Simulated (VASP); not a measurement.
# Al2Au (Fm-3m) in VASP: further runs

The runs below take Al2Au through single point, with PBE.

Everything below comes from runs of VASP 6.6.1. Logs are shortened: lines on timing, memory, paths and dates and some standing lists are left out, and cuts for length are marked.

### 1 The cell of the first run

The structure is cubic, space group Fm-3m (No. 225). Conventional cell: a = 5.878 Å, b = 5.878 Å, c = 5.878 Å, α = 90.00°, β = 90.00°, γ = 90.00°. Au (site symmetry m-3m) has 8 Al at 2.55 Å within 3.4 Å. Within 3.4 Å of Al (site symmetry -43m) lie 4 Au at 2.55 Å and 6 Al at 2.94 Å.

### 2 Single point, PBE (volume scaled by 0.94)

The input, INCAR:

```
PREC = Accurate ; ENCUT = 520
EDIFF = 1E-7 ; ISMEAR = -1
SIGMA = 0.05 ; LREAL = F
LASPH = T ; NELM = 60
ALGO = Normal ; ISIF = 2
LWAVE = F ; LCHARG = F
GGA = PE ; NBANDS = 16
```

The input, KPOINTS:

```
Automatic mesh
0
Gamma
  8 8 8
```

The input, POSCAR:

```
Al2Au
1.0
    0.0000000000      2.9387583261      2.9387583261
    2.9387583261      0.0000000000      2.9387583261
    2.9387583261      2.9387583261      0.0000000000
Au Al
1 2
Direct
    0.0000000000      0.0000000000      0.0000000000
    0.7500000000      0.7500000000      0.7500000000
    0.2500000000      0.2500000000      0.2500000000
```

Potentials or basis: VASP PAW PBE potentials, release 64 (Au, Al).

Run with:

```
$ cat potpaw_PBE.64/Au/POTCAR potpaw_PBE.64/Al/POTCAR > POTCAR
$ mpirun -np 1 vasp_std > vasp.out
```

OUTCAR:

```text
PREC = Accurate
   ENCUT = 520
   EDIFF = 1E-7
   ISMEAR = -1
   LREAL = F
   LASPH = T
   NELM = 60
   ISIF = 2
   GGA = PE

 ion  position               nearest neighbor table
   1  0.000  0.000  0.000-   2 2.55   2 2.55   2 2.55   3 2.55   3 2.55   3 2.55   3 2.55   2 2.55

   2  0.750  0.750  0.750-   1 2.55   1 2.55   1 2.55   1 2.55   3 2.94   3 2.94   3 2.94   3 2.94
                             3 2.94   3 2.94
   3  0.250  0.250  0.250-   1 2.55   1 2.55   1 2.55   1 2.55   2 2.94   2 2.94   2 2.94   2 2.94
                             2 2.94   2 2.94

  LATTYP: Found a face centered cubic cell.
 ALAT       =     5.8775166522

  Lattice vectors:

 A1 = (   0.0000000000,   2.9387583261,   2.9387583261)
 A2 = (   2.9387583261,   0.0000000000,   2.9387583261)
 A3 = (   2.9387583261,   2.9387583261,   0.0000000000)

Analysis of symmetry for initial positions (statically):
=====================================================================
 Subroutine PRICEL returns:
 Original cell was already a primitive cell.

 Routine SETGRP: Setting up the symmetry group for a
 face centered cubic supercell.

 Subroutine GETGRP returns: Found 48 space group operations
 (whereof 48 operations were pure point group operations)
 out of a pool of 48 trial point group operations.

The static configuration has the point symmetry O_h .

Analysis of symmetry for dynamics (positions and initial velocities):
=====================================================================
 Subroutine PRICEL returns:
 Original cell was already a primitive cell.

 Routine SETGRP: Setting up the symmetry group for a
 face centered cubic supercell.

 Subroutine GETGRP returns: Found 48 space group operations
 (whereof 48 operations were pure point group operations)
 out of a pool of 48 trial point group operations.

The dynamic configuration has the point symmetry O_h .

 Subroutine INISYM returns: Found 48 space group operations
 (whereof 48 operations are pure point group operations),
 and found     1 'primitive' translations

----------------------------------------------------------------------------------------

                                     Primitive cell

  volume of cell :      50.7600

  direct lattice vectors                    reciprocal lattice vectors
     0.000000000  2.938758326  2.938758326    -0.170139884  0.170139884  0.170139884
[... 80 lines left out ...]
   ISTART =      0    job   : 0-new  1-cont  2-samecut
   ICHARG =      2    charge: 1-file 2-atom 10-const
   ISPIN  =      1    spin polarized calculation?
   LNONCOLLINEAR =      F non collinear calculations
   LSORBIT =      F    spin-orbit coupling
   LASPH  =      T    aspherical Exc in radial PAW
   ENCUT  =  520.0 eV  38.22 Ry    6.18 a.u.   7.73  7.73  7.73*2*pi/ulx,y,z
   NELM   =     60;   NELMIN=  2; NELMDL= -5     # of ELM steps
   EDIFF  = 0.1E-06   stopping-criterion for ELM
   LREAL  =      F    real-space projection
   EDIFFG = 0.1E-05   stopping-criterion for IOM
   NSW    =      0    number of steps for IOM
   IBRION =     -1    ionic relax: 0-MD 1-quasi-New 2-CG
   NFREE  =      0    steps in history (QN), initial steepest desc. (CG)
   ISIF   =      2    stress and relaxation
   ISYM   =      2    0-nonsym 1-usesym 2-fastsym
   POTIM  = 0.5000    time-step for ionic-motion
   TEBEG  =    0.0;   TEEND  =   0.0 temperature during run
   PSTRESS=    0.0 pullay stress
   NELECT =      17.0000    total number of electrons
   NUPDOWN=      -1.0000    fix difference up-down
   EMIN   =  10.00;   EMAX   =-10.00  energy-range for DOS
   EFERMI =   0.00;   METHOD = LEGACY
   ISMEAR =    -1;   SIGMA  =   0.05  broadening in eV -4-tet -1-fermi 0-gaus
   EFERMI_NEDOS =   21; number of points for ismear=-14 and -15
   IALGO  =     38    algorithm
   IMIX   =      4    mixing-type and parameters
     AMIX     =   0.40;   BMIX     =  1.00
     AMIX_MAG =   1.60;   BMIX_MAG =  1.00
  volume/ion in A,a.u.               =      16.92       114.18
  Fermi-wavevector in a.u.,A,eV,Ry     =   1.136887  2.148405 17.585691  1.292512
  Thomas-Fermi vector in A             =   2.273592
   LORBIT       =      0    0 simple, 1 ext, 2 COOP (PROOUT), +10 PAW based schemes
   GGA     = PE    functional components
   LHFCALC =     F    Hartree Fock is set to
   AEXX    =    0.0000 exact exchange contribution
   IVDW    =     0    specifies the selected vdW correction
   LEPSILON=     F    determine dielectric tensor
   LRPA    =     F    only Hartree local field effects (RPA)
 non-spin polarized calculation
  energy-cutoff  :      520.00
  volume of cell :       50.76
 maximum number of plane-waves:      1384
   NGX = 15   NGY = 15   NGZ = 15

 number of electron      16.9999999 magnetization

 Free energy of the ion-electron system (eV)
  ---------------------------------------------------
  ext. energy  EPLUGINS =         0.00000000
  ---------------------------------------------------
  free energy    TOTEN  =       -11.87471517 eV

  energy without entropy =      -11.86854403  energy(sigma->0) =      -11.87162960

 E-fermi :   8.5650     XC(G=0): -10.7982

 val. band max:        8.4398720873   @ k =   0.3750   0.1250   0.0000
 cond. band min:       8.5981037059   @ k =  -0.1250   0.1250   0.0000
 fundamental gap:      0.1582316186
 Fermi energy:         8.5650071866

 k-point     1 :       0.0000    0.0000    0.0000
  band No.  band energies     occupation
      1      -2.4805      2.00000
      2       1.5771      2.00000
      3       1.5771      2.00000
      4       1.5771      2.00000
      5       2.6014      2.00000
      6       2.6014      2.00000
[... 433 lines left out ...]
      3       1.9331      2.00000
      4       2.0912      2.00000
      5       2.5464      2.00000
      6       2.8266      2.00000
[... 8 lines left out ...]
     15      16.6405      0.00000
     16      19.0176      0.00000

 [... further k-points ...]
[... 5 lines left out ...]
  --------------------------------------------------------------------------------------
  -------------------------------------------------------------------------------------
  Total        3.6643325      3.6643325      3.6643325     -0.0000000      0.0000000      0.0000000
  in kB      115.6601738    115.6601738    115.6601738     -0.0000000      0.0000000      0.0000000
  external PRESSURE =     115.6601738 kB  Pullay stress =       0.0000000 kB

 VOLUME and BASIS-vectors are now :
 -----------------------------------------------------------------------------
  energy-cutoff  :      520.00
  volume of cell :       50.76
      direct lattice vectors                 reciprocal lattice vectors
     0.000000000  2.938758326  2.938758326    -0.170139884  0.170139884  0.170139884
     2.938758326  0.000000000  2.938758326     0.170139884 -0.170139884  0.170139884
     2.938758326  2.938758326  0.000000000     0.170139884  0.170139884 -0.170139884

 POSITION                                       TOTAL-FORCE (eV/Angst)
 -----------------------------------------------------------------------------------
      0.00000      0.00000      0.00000        -0.000000     -0.000000     -0.000000
      4.40814      4.40814      4.40814        -0.000000     -0.000000     -0.000000
      1.46938      1.46938      1.46938         0.000000      0.000000      0.000000
 -----------------------------------------------------------------------------------
    total drift:                                0.000000     -0.000000      0.000000

  FREE ENERGIE OF THE ION-ELECTRON SYSTEM (eV)
  ---------------------------------------------------
  free  energy   TOTEN  =       -11.8747151671 eV

  energy  without entropy=      -11.8685440254  energy(sigma->0) =      -11.87162960
```

It took 28 s on 1 thread of Intel Xeon 8259CL, shared host; peak memory 0.19 GiB.

What came out:

```yaml
Free_energy: -11.8747 eV
Pressure: 11.6 GPa
```

Levels at points of the mesh, in eV from the Fermi level:
```
           k point  band 7  band 8  band 9  band 10  band 11  band 12
(0.00, 0.00, 0.00)    2.66    2.94    2.94     2.94     4.17     4.17
(0.50, 0.00, 0.00)   -5.72    0.29    0.29     3.38     3.99     3.99
(0.50, 0.50, 0.00)   -5.26   -2.29   -2.29     1.60     2.10     7.64
```

Caveat: the cell differs from its parent crystal (volume scaled by 0.94); spin-orbit coupling is left out, which moves the levels of the heavy elements.

### 3 Single point, PBE

This run uses another cell than the first one, of 18.00 Å³/atom, 1.064 times its volume.

The input, INCAR:

```
SYSTEM = Al2Au
ALGO = Normal ; EDIFF = 1E-6
ENCUT = 520 ; GGA = PE
ISIF = 2 ; ISMEAR = -1
LASPH = .TRUE. ; LCHARG = .TRUE.
LELF = .TRUE. ; LREAL = .FALSE.
LVHAR = .TRUE. ; LWAVE = .FALSE.
NBANDS = 16 ; NELM = 100
PREC = Accurate ; SIGMA = 0.05
```

The input, KPOINTS:

```
k-points
0
G
  8 8 8
  0 0 0
```

The input, POSCAR:

```
Al2Au
1.0
    0.0000000000      3.0000000000      3.0000000000
    3.0000000000      0.0000000000      3.0000000000
    3.0000000000      3.0000000000      0.0000000000
Au Al
1 2
Direct
    0.0000000000      0.0000000000      0.0000000000
    0.7500000000      0.7500000000      0.7500000000
    0.2500000000      0.2500000000      0.2500000000
```

Potentials or basis: VASP PAW PBE potentials, release 64 (Au, Al).

Run with:

```
$ cat potpaw_PBE.64/Au/POTCAR potpaw_PBE.64/Al/POTCAR > POTCAR
$ mpirun -np 1 vasp_std > vasp.out
```

Wall time 31 s (1 thread of Intel Xeon 8259CL, shared host); peak memory 0.18 GiB.

It converged, with:

```
Free energy : -12.0183 eV
Pressure    : 3.0 GPa
```

Levels at points of the mesh, in eV from the Fermi level:
```csv
k point,band 7,band 8,band 9,band 10,band 11,band 12
"(0.00, 0.00, 0.00)",2.24,2.96,2.96,2.96,3.91,3.91
"(0.50, 0.00, 0.00)",-5.46,0.36,0.36,3.29,3.60,3.81
"(0.50, 0.50, 0.00)",-5.02,-2.11,-2.11,1.26,2.10,7.64
```

Caveat: spin-orbit coupling is left out, which moves the levels of the heavy elements.

### 4 Single point, PBE (volume scaled by 1.04)

The input, INCAR:

```
SYSTEM = Al2Au
PREC = Accurate
ENCUT = 520
EDIFF = 1E-6
ISMEAR = -1
SIGMA = 0.05
LREAL = .False.
LASPH = .True.
NELM = 80
ALGO = Normal
ISIF = 2
LWAVE = .False.
LCHARG = .False.
GGA = PE
NBANDS = 16
```

The input, KPOINTS:

```
Automatic mesh
0
Gamma
  8 8 8
  0 0 0
```

The input, POSCAR:

```
Al2Au
1.0
    0.0000000000      3.0394782115      3.0394782115
    3.0394782115      0.0000000000      3.0394782115
    3.0394782115      3.0394782115      0.0000000000
Au Al
1 2
Direct
    0.0000000000      0.0000000000      0.0000000000
    0.7500000000      0.7500000000      0.7500000000
    0.2500000000      0.2500000000      0.2500000000
```

Run with:

```
$ cat potpaw_PBE.64/Au/POTCAR potpaw_PBE.64/Al/POTCAR > POTCAR
$ mpirun -np 1 vasp_std > vasp.out
```

Wall time 32 s (1 thread of Intel Xeon 8259CL, shared host); peak memory 0.18 GiB.

Results (log left out):

```yaml
Free_energy: -12.0303 eV
Pressure: -1.2 GPa
```

Levels at points of the mesh, in eV from the Fermi level:
| k point | band 6 | band 7 | band 8 | band 9 | band 10 | band 11 | band 12 | band 13 |
| --- | --- | --- | --- | --- | --- | --- | --- | --- |
| (0.00, 0.00, 0.00) | -5.47 | 1.97 | 2.95 | 2.95 | 2.95 | 3.74 | 3.74 | 3.74 |
| (0.50, 0.00, 0.00) | -5.36 | -5.30 | 0.39 | 0.39 | 3.22 | 3.30 | 3.70 | 3.70 |
| (0.50, 0.50, 0.00) | -5.19 | -4.89 | -2.01 | -2.01 | 1.04 | 2.08 | 7.63 | 9.49 |

Caveat: the cell differs from its parent crystal (volume scaled by 1.04); spin-orbit coupling is left out, which moves the levels of the heavy elements.

### 5 Single point, PBE (volume scaled by 1.06)

The input, INCAR:

```
PREC     = Accurate       # precision mode
ENCUT    = 520            # plane-wave cutoff, eV
EDIFF    = 1E-7           # SCF threshold, eV
ISMEAR   = -1             # smearing method
SIGMA    = 0.05           # smearing width, eV
LREAL    = False          # projectors in reciprocal space
LASPH    = True           # aspherical terms in the spheres
NELM     = 60             # most SCF steps
ALGO     = Normal         # electronic algorithm
ISIF     = 2              # what is computed and relaxed
LWAVE    = False          # write WAVECAR
LCHARG   = True           # write CHGCAR
GGA      = PE             # functional
LELF     = True           # ELF
LVHAR    = True         
NBANDS   = 16             # bands
```

The input, KPOINTS:

```
regular mesh
0
Gamma
  8 8 8
```

The input, POSCAR:

```
Al2Au
1.0
    0.0000000000      3.0588384673      3.0588384673
    3.0588384673      0.0000000000      3.0588384673
    3.0588384673      3.0588384673      0.0000000000
Au Al
1 2
Direct
    0.0000000000      0.0000000000      0.0000000000
    0.7500000000      0.7500000000      0.7500000000
    0.2500000000      0.2500000000      0.2500000000
```

Run with:

```
$ cat potpaw_PBE.64/Au/POTCAR potpaw_PBE.64/Al/POTCAR > POTCAR
$ mpirun -np 1 vasp_std > vasp.out
```

Run time: 38 s. Hardware: 1 thread of Intel Xeon 8259CL, shared host; peak memory 0.18 GiB.

Results (log left out):

```
Free energy : -12.0165 eV
Pressure    : -3.0 GPa
```

Levels at points of the mesh, in eV from the Fermi level:
```tsv
k point	band 7	band 8	band 9	band 10	band 11	band 12
(0.00, 0.00, 0.00)	1.84	2.95	2.95	2.95	3.66	3.66
(0.50, 0.00, 0.00)	-5.23	0.40	0.40	3.15	3.18	3.64
(0.50, 0.50, 0.00)	-4.82	-1.97	-1.97	0.94	2.08	7.62
```

Caveat: the cell differs from its parent crystal (volume scaled by 1.06); spin-orbit coupling is left out, which moves the levels of the heavy elements.

### 6 Overview

| cell | gap on the mesh (eV) | pressure (GPa) |
| --- | --- | --- |
| a = 4.156 Å, angles 60.0°, 3 atoms | none | 11.6 |
| a = 4.243 Å, angles 60.0°, 3 atoms | none | 3.0 |
| a = 4.298 Å, angles 60.0°, 3 atoms | none | -1.2 |
| a = 4.326 Å, angles 60.0°, 3 atoms | none | -3.0 |

Alike in all rows: task single point; level PBE; potentials or basis VASP PAW PBE potentials, release 64 (Au, Al); no spin polarisation; k mesh 8 × 8 × 8; cutoff (eV) 520; smearing fermi-dirac 0.05 eV.

Caveats: spin-orbit coupling is left out, which moves the levels of the heavy elements.

Total energies depend on the potentials used, so only differences within one code and one set of settings carry meaning.
